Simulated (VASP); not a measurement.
# TiO2 (P1) in VASP: single point with r2SCAN

Aim: the single point of TiO2 with r2SCAN.

Program: VASP 6.6.1. These are calculated values, not measurements. Logs are shortened: lines on timing, memory, paths and dates and some standing lists are left out, and cuts for length are marked.

### Step 1. The cell of the first run

The typed cell holds 9 atoms: a = 5.288 Å, b = 5.361 Å, c = 5.610 Å, α = 90.79°, β = 91.68°, γ = 119.46°.

### Step 2. Single point, r2SCAN (atoms moved at random and the cell strained at random)

POSCAR

```
TiO2
1.0
    5.2871724666      0.0034749073     -0.0763972148
   -2.6405768754      4.6653370297     -0.0355576587
   -0.0832407998     -0.0927955199      5.6081598224
Ti O
3 6
Direct
    0.4626652080     -0.0080158764      0.3329098668
    0.0037246657      0.4650722096      0.6696995172
    0.5473471158      0.5449683287     -0.0180688980
    0.4006806026      0.2633444059      0.2271156447
    0.7255514890      0.1542939777      0.5448444662
    0.8657863366      0.5853031290      0.8820861652
    0.2866175337      0.4060248107      0.7853967277
    0.1459930551      0.7299230092      0.4408714577
    0.5616339935      0.8590860057      0.1351450525
```

INCAR.step1

```
PREC = Accurate
ENCUT = 520
ISMEAR = 0
SIGMA = 0.05
LREAL = F
LASPH = T
NELM = 100
NBANDS = 46
GGA = PE
ALGO = Normal
EDIFF = 1E-4
LWAVE = T
LCHARG = F
```

INCAR.step2

```
PREC = Accurate
ENCUT = 520
EDIFF = 1E-7
ISMEAR = 0
SIGMA = 0.05
LREAL = F
LASPH = T
NELM = 100
ALGO = Normal
ISIF = 2
LWAVE = F
LCHARG = F
METAGGA = R2SCAN
LMIXTAU = T
NBANDS = 46
ISTART = 1
```

KPOINTS

```
regular mesh
0
Gamma
  6 6 4
```

Potentials or basis: VASP PAW PBE potentials, release 64 (Ti_sv, O).

Started as:

```console
$ cat potpaw_PBE.64/Ti_sv/POTCAR potpaw_PBE.64/O/POTCAR > POTCAR
$ cp INCAR.step1 INCAR
$ mpirun -np 1 vasp_std > vasp.out
$ cp INCAR.step2 INCAR
$ mpirun -np 1 vasp_std > vasp.out
```

OUTCAR:

```text
PREC = Accurate
   ENCUT = 520
   EDIFF = 1E-7
   ISMEAR = 0
   LREAL = F
   LASPH = T
   NELM = 100
   ISIF = 2
   METAGGA = R2SCAN
   ISTART = 1

 ion  position               nearest neighbor table
   1  0.463  0.992  0.333-   9 1.55   5 1.67   8 1.71   4 1.75
   2  0.004  0.465  0.670-   6 1.69   5 1.71   7 1.78   8 1.81
   3  0.547  0.545  0.982-   7 1.60   6 1.70   9 1.85   4 1.93
   4  0.401  0.263  0.227-   1 1.75   3 1.93
   5  0.726  0.154  0.545-   1 1.67   2 1.71
   6  0.866  0.585  0.882-   2 1.69   3 1.70
   7  0.287  0.406  0.785-   3 1.60   2 1.78
   8  0.146  0.730  0.441-   1 1.71   2 1.81
   9  0.562  0.859  0.135-   1 1.55   3 1.85

  LATTYP: Found a triclinic cell.
 ALAT       =     5.2877255319
 B/A-ratio  =     1.7393011501
 C/A-ratio  =     1.0608616317
 COS(alpha) =     0.0088455308
 COS(beta)  =     0.0292929159
 COS(gamma) =     0.8616388133

  Lattice vectors:

 A1 = (   5.2871724666,   0.0034749073,  -0.0763972148)
 A2 = (   7.9277493420,  -4.6618621224,  -0.0408395561)
 A3 = (   0.0832407998,   0.0927955199,  -5.6081598224)

Analysis of symmetry for initial positions (statically):
=====================================================================
 Subroutine PRICEL returns:
 Original cell was already a primitive cell.

 Routine SETGRP: Setting up the symmetry group for a
 triclinic supercell.

 Subroutine GETGRP returns: Found  1 space group operations
 (whereof  1 operations were pure point group operations)
 out of a pool of  2 trial point group operations.

The static configuration has the point symmetry C_1 .

Analysis of symmetry for dynamics (positions and initial velocities):
=====================================================================
 Subroutine PRICEL returns:
 Original cell was already a primitive cell.

 Routine SETGRP: Setting up the symmetry group for a
 triclinic supercell.

 Subroutine GETGRP returns: Found  1 space group operations
 (whereof  1 operations were pure point group operations)
 out of a pool of  2 trial point group operations.

The dynamic configuration has the point symmetry C_1 .

 Subroutine INISYM returns: Found  1 space group operations
 (whereof  1 operations are pure point group operations),
 and found     1 'primitive' translations

----------------------------------------------------------------------------------------

                                     Primitive cell

  volume of cell :     138.3190

  direct lattice vectors                    reciprocal lattice vectors
     5.287172467  0.003474907 -0.076397215     0.189132799  0.107083907  0.004579126
    -2.640576875  4.665337030 -0.035557659    -0.000089637  0.214323070  0.003544970
    -0.083240800 -0.092795520  5.608159822     0.002575895  0.002817633  0.178396464

  length of vectors
     5.287725532  5.360902926  5.609545136     0.217391691  0.214352405  0.178437308

  position of ions in fractional coordinates (direct lattice)
     0.462665208  0.991984124  0.332909867
     0.003724666  0.465072210  0.669699517
     0.547347116  0.544968329  0.981931102
     0.400680603  0.263344406  0.227115645
     0.725551489  0.154293978  0.544844466
     0.865786337  0.585303129  0.882086165
     0.286617534  0.406024811  0.785396728
     0.145993055  0.729923009  0.440871458
     0.561633994  0.859086006  0.135145053

  ion indices of the primitive-cell ions
   primitive index   ion index
                 1           1
                 2           2
                 3           3
                 4           4
                 5           5
                 6           6
                 7           7
                 8           8
                 9           9

----------------------------------------------------------------------------------------

 KPOINTS: regular mesh

Automatic generation of k-mesh.
 Grid dimensions read from file:
 generate k-points for:    6    6    4

 Generating k-lattice:

  Cartesian coordinates                     Fractional coordinates (reciprocal lattice)
     0.031522133  0.017847318  0.000763188     0.166666667 -0.000000000  0.000000000
    -0.000014940  0.035720512  0.000590828     0.000000000  0.166666667  0.000000000
     0.000643974  0.000704408  0.044599116    -0.000000000 -0.000000000  0.250000000

  Length of vectors
     0.036231948  0.035725401  0.044609327

  Shift w.r.t. Gamma in fractional coordinates (k-lattice)
     0.000000000  0.000000000  0.000000000

 Subroutine IBZKPT returns following result:
 ===========================================

 Found     76 irreducible k-points:

 Following reciprocal coordinates:
            Coordinates               Weight
  0.000000  0.000000  0.000000      1.000000
  0.166667  0.000000  0.000000      2.000000
  0.333333  0.000000  0.000000      2.000000
  0.500000  0.000000  0.000000      1.000000
  0.000000  0.166667  0.000000      2.000000
  0.166667  0.166667  0.000000      2.000000
[... 16 lines left out ...]
  0.333333  0.000000  0.250000      2.000000
  0.500000  0.000000  0.250000      2.000000
 [... further k-points ...]
   k-points           NKPTS =     76   k-points in BZ     NKDIM =     76   number of bands    NBANDS=     46
   number of dos      NEDOS =    301   number of ions     NIONS =      9
   total plane-waves  NPLWV =  67200
   dimension x,y,z NGX =    40 NGY =   40 NGZ =   42
   dimension x,y,z NGXF=    80 NGYF=   80 NGZF=   84
   ions per type =               3   6
   NGX,Y,Z   is equivalent  to a cutoff of  12.58, 12.40, 12.45 a.u.
   NGXF,Y,Z  is equivalent  to a cutoff of  25.15, 24.81, 24.89 a.u.
 SYSTEM =  unknown system
   PREC   = accura    normal or accurate (medium, high low for compatibility)
   ISTART =      1    job   : 0-new  1-cont  2-samecut
   ICHARG =      0    charge: 1-file 2-atom 10-const
   ISPIN  =      1    spin polarized calculation?
   LNONCOLLINEAR =      F non collinear calculations
   LSORBIT =      F    spin-orbit coupling
   LASPH  =      T    aspherical Exc in radial PAW
   ENCUT  =  520.0 eV  38.22 Ry    6.18 a.u.   9.83  9.97 10.43*2*pi/ulx,y,z
   NELM   =    100;   NELMIN=  2; NELMDL=  0     # of ELM steps
   EDIFF  = 0.1E-06   stopping-criterion for ELM
   LREAL  =      F    real-space projection
   EDIFFG = 0.1E-05   stopping-criterion for IOM
   NSW    =      0    number of steps for IOM
   IBRION =     -1    ionic relax: 0-MD 1-quasi-New 2-CG
   NFREE  =      0    steps in history (QN), initial steepest desc. (CG)
   ISIF   =      2    stress and relaxation
   ISYM   =      2    0-nonsym 1-usesym 2-fastsym
   POTIM  = 0.5000    time-step for ionic-motion
   TEBEG  =    0.0;   TEEND  =   0.0 temperature during run
   PSTRESS=    0.0 pullay stress
   NELECT =      72.0000    total number of electrons
   NUPDOWN=      -1.0000    fix difference up-down
   EMIN   =  10.00;   EMAX   =-10.00  energy-range for DOS
   EFERMI =   0.00;   METHOD = LEGACY
   ISMEAR =     0;   SIGMA  =   0.05  broadening in eV -4-tet -1-fermi 0-gaus
   EFERMI_NEDOS =   21; number of points for ismear=-14 and -15
   IALGO  =     38    algorithm
   IMIX   =      4    mixing-type and parameters
     AMIX     =   0.40;   BMIX     =  1.00
     AMIX_MAG =   1.60;   BMIX_MAG =  1.00
  volume/ion in A,a.u.               =      15.37       103.71
  Fermi-wavevector in a.u.,A,eV,Ry     =   1.316917  2.488612 23.596181  1.734270
  Thomas-Fermi vector in A             =   2.446995
   LORBIT       =      0    0 simple, 1 ext, 2 COOP (PROOUT), +10 PAW based schemes
   METAGGA = R2SCAN    functional components
   LHFCALC =     F    Hartree Fock is set to
   AEXX    =    0.0000 exact exchange contribution
   IVDW    =     0    specifies the selected vdW correction
   LEPSILON=     F    determine dielectric tensor
   LRPA    =     F    only Hartree local field effects (RPA)
 non-spin polarized calculation
 Gauss-broadening in eV      SIGMA  =   0.05
  energy-cutoff  :      520.00
  volume of cell :      138.32
 maximum number of plane-waves:      3744
   NGX = 19   NGY = 19   NGZ = 21

 number of electron      71.9999991 magnetization

 Free energy of the ion-electron system (eV)
  ---------------------------------------------------
  ext. energy  EPLUGINS =         0.00000000
  ---------------------------------------------------
  free energy    TOTEN  =       -99.55787724 eV

  energy without entropy =      -99.55787724  energy(sigma->0) =      -99.55787724

 E-fermi :   0.4088     XC(G=0):  -9.3427

 val. band max:        0.0759509823   @ k =   0.3333   0.0000   0.2500
 cond. band min:       4.1743928788   @ k =   0.0000   0.0000   0.0000
 fundamental gap:      4.0984418965
 Fermi energy:         0.4088095285

 k-point     1 :       0.0000    0.0000    0.0000
  band No.  band energies     occupation
      1     -57.4800      2.00000
      2     -57.4463      2.00000
      3     -56.0425      2.00000
      4     -33.4570      2.00000
      5     -33.0806      2.00000
      6     -32.9519      2.00000
[... 38 lines left out ...]
     45       6.5171      0.00000
     46       7.5346      0.00000

 k-point     2 :       0.1667    0.0000    0.0000
  band No.  band energies     occupation
      1     -57.4783      2.00000
      2     -57.4480      2.00000
      3     -56.0425      2.00000
      4     -33.4497      2.00000
      5     -33.0905      2.00000
      6     -32.9528      2.00000
[... 38 lines left out ...]
     45       6.7479      0.00000
     46       7.5075      0.00000

 k-point     3 :       0.3333    0.0000    0.0000
  band No.  band energies     occupation
      1     -57.4742      2.00000
      2     -57.4521      2.00000
      3     -56.0425      2.00000
      4     -33.4340      2.00000
      5     -33.1117      2.00000
      6     -32.9534      2.00000
[... 38 lines left out ...]
     45       7.1547      0.00000
     46       7.5090      0.00000

 k-point     4 :       0.5000    0.0000    0.0000
  band No.  band energies     occupation
      1     -57.4714      2.00000
      2     -57.4549      2.00000
      3     -56.0425      2.00000
      4     -33.4254      2.00000
      5     -33.1231      2.00000
      6     -32.9533      2.00000
[... 920 lines left out ...]
     45       7.0017      0.00000
     46       7.5168      0.00000

 k-point    23 :       0.3333    0.0000    0.2500
  band No.  band energies     occupation
      1     -57.4742      2.00000
      2     -57.4521      2.00000
      3     -56.0425      2.00000
      4     -33.4340      2.00000
      5     -33.1144      2.00000
      6     -32.9470      2.00000
[... 38 lines left out ...]
     45       7.0953      0.00000
     46       7.5408      0.00000

 k-point    24 :       0.5000    0.0000    0.2500
  band No.  band energies     occupation
      1     -57.4714      2.00000
      2     -57.4549      2.00000
      3     -56.0425      2.00000
      4     -33.4254      2.00000
      5     -33.1243      2.00000
      6     -32.9512      2.00000
[... 38 lines left out ...]
     45       7.1730      0.00000
     46       7.4905      0.00000

 [... further k-points ...]

------------------------ aborting loop because EDIFF is reached ----------------------------------------

  FORCE on cell =-STRESS in cart. coord.  units (eV):
  Direction    XX          YY          ZZ          XY          YZ          ZX
  --------------------------------------------------------------------------------------
  -------------------------------------------------------------------------------------
  Total       34.4537127     17.7205276     29.8301797      2.4693014     13.6493338     -2.1808723
  in kB      399.0844698    205.2605309    345.5291321     28.6024285    158.1030522    -25.2614943
  external PRESSURE =     316.6247109 kB  Pullay stress =       0.0000000 kB

 VOLUME and BASIS-vectors are now :
 -----------------------------------------------------------------------------
  energy-cutoff  :      520.00
  volume of cell :      138.32
      direct lattice vectors                 reciprocal lattice vectors
     5.287172467  0.003474907 -0.076397215     0.189132799  0.107083907  0.004579126
    -2.640576875  4.665337030 -0.035557659    -0.000089637  0.214323070  0.003544970
    -0.083240800 -0.092795520  5.608159822     0.002575895  0.002817633  0.178396464

 POSITION                                       TOTAL-FORCE (eV/Angst)
 -----------------------------------------------------------------------------------
     -0.20093      4.59866      1.79639        -7.669339      3.821292      3.543594
     -1.26411      2.10759      3.73896         1.461807      1.166622     -3.596739
      1.37315      2.45324      5.44563         1.262555      0.393197      9.046676
      1.40418      1.20891      1.23373        -1.225551      3.171977     -2.449513
      3.38334      0.67180      2.99466         3.073644      0.416698      4.023160
      2.95860      2.65179      4.85992         1.124953      1.867694      1.527063
      0.37788      1.82236      4.36830        -2.767993     -3.010754     -4.709359
     -1.19223      3.36493      2.43537        -2.547617     -3.486545      2.057600
      0.68972      3.99734      0.68446         7.287540     -4.340181     -9.442483
 -----------------------------------------------------------------------------------
    total drift:                               -0.001803     -0.001155      0.003069

  FREE ENERGIE OF THE ION-ELECTRON SYSTEM (eV)
  ---------------------------------------------------
  free  energy   TOTEN  =       -99.5578772444 eV

  energy  without entropy=      -99.5578772444  energy(sigma->0) =      -99.55787724
```

Wall time 38 min (1 thread of Oxide Virtual Turin-like, shared host); peak memory 0.46 GiB.

Results:

```yaml
Free_energy: -99.5579 eV
Pressure: 31.7 GPa
Largest_force: 12.693 eV/Å
Band_gap_on_the_k_mesh: 4.10 eV (least direct gap 4.13 eV)
```

Forces on the atoms (eV/Å):
```
Ti  -7.669  3.821  3.544
Ti   1.462  1.167 -3.597
Ti   1.263  0.393  9.047
O   -1.226  3.172 -2.450
O    3.074  0.417  4.023
O    1.125  1.868  1.527
O   -2.768 -3.011 -4.709
O   -2.548 -3.487  2.058
O    7.288 -4.340 -9.442
```

Levels at points of the mesh, in eV from the valence-band top:
```
           k point  band 32  band 33  band 34  band 35  band 36  band 37  band 38  band 39  band 40  band 41
(0.00, 0.00, 0.00)    -1.34    -1.25    -0.66    -0.54    -0.15     4.10     4.53     4.86     5.19     5.39
(0.50, 0.00, 0.00)    -1.44    -1.22    -0.90    -0.29    -0.01     4.30     4.49     4.75     5.24     6.21
(0.00, 0.50, 0.00)    -1.33    -1.29    -0.95    -0.60    -0.02     4.18     4.34     4.95     5.50     5.85
(0.50, 0.50, 0.00)    -1.32    -1.18    -0.62    -0.49    -0.16     4.37     4.57     4.74     4.99     6.17
(0.00, 0.00, 0.50)    -1.36    -1.30    -0.52    -0.24     0.00     4.13     4.37     4.66     4.89     5.14
(0.50, 0.00, 0.50)    -1.62    -1.19    -0.88    -0.30    -0.05     4.67     4.83     4.98     5.39     5.84
(0.00, 0.50, 0.50)    -1.39    -1.31    -0.79    -0.55    -0.19     4.45     4.60     5.28     5.36     5.60
(0.50, 0.50, 0.50)    -1.48    -1.21    -0.60    -0.51    -0.25     4.69     4.89     4.95     5.26     5.81
```

Caveat: the cell differs from its parent crystal (atoms moved at random and the cell strained at random); the stress differs along the axes, from 21 to 40 GPa; the PAW data sets were made with another functional, which shifts forces and pressure a little. A k mesh can miss the band edges.
